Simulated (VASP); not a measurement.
Write the native input for VASP 6.6.1 that does the following.

- Task: relaxation of cell and atoms
- Functional: PBEsol
- Potentials or basis: VASP PAW PBE potentials, release 64 (Ti_sv, N)
- Cutoff: 600 eV
- k mesh: 9 × 9 × 9
- Occupations: methfessel-paxton, width 0.2 eV
- Spin: no spin polarisation
- Target pressure: -2 GPa
- Dipole correction: no
- Further INCAR settings: ALGO = Normal; EDIFF = 1e-06; IBRION = 2; EDIFFG = -0.01; NSW = 80; ISIF = 3

The structure of TiN (Osbornite) lies in POSCAR:

```
TiN
1.0
    0.0000000000      2.1190000000      2.1190000000
    2.1190000000      0.0000000000      2.1190000000
    2.1190000000      2.1190000000      0.0000000000
Ti N
1 1
Direct
    0.0000000000      0.0000000000      0.0000000000
    0.5000000000      0.5000000000      0.5000000000
```

These files were run (other wordings do the same):

INCAR

```
PREC     = Accurate       # precision mode
ENCUT    = 600            # plane-wave cutoff, eV
EDIFF    = 1E-6           # SCF threshold, eV
ISMEAR   = 1              # smearing method
SIGMA    = 0.2            # smearing width, eV
LREAL    = F              # projectors in reciprocal space
LASPH    = T              # aspherical terms in the spheres
NELM     = 80             # most SCF steps
ALGO     = Normal         # electronic algorithm
ISIF     = 3              # what is computed and relaxed
LWAVE    = F              # write WAVECAR
LCHARG   = F              # write CHGCAR
GGA      = PS             # functional
IBRION   = 2              # ionic algorithm
NSW      = 80             # ionic steps
EDIFFG   = -0.01          # ionic threshold
PSTRESS  = -20.0
```

KPOINTS

```
Automatic mesh
0
Gamma
  9 9 9
```

Potentials or basis: VASP PAW PBE potentials, release 64 (Ti_sv, N).

The run is started by

```bash
$ cat potpaw_PBE.64/Ti_sv/POTCAR potpaw_PBE.64/N/POTCAR > POTCAR
$ mpirun -np 1 vasp_std > vasp.out
```

Results of the run:

| Quantity | Value |
| --- | --- |
| Relaxed volume | 9.36 Å³/atom |
| Relaxed cell | a = 2.980 Å, b = 2.980 Å, c = 2.980 Å, α = 60.00°, β = 60.00°, γ = 60.00° |
| Space group after relaxing (to 0.05 Å) | Fm-3m (No. 225) |
| Energy change on relaxing (the enthalpy is what falls) | -4.2 meV/atom |
| Ionic steps | 3 |
| Pressure after relaxing | -2.0 GPa |

Caveat: the cell is relaxed towards a set pressure, so the enthalpy falls and the energy may rise; the PAW data sets were made with another functional, which shifts forces and pressure a little.

It took 83 s on 1 thread of AMD EPYC 7R13, with other jobs on the host, peak memory 0.12 GiB.
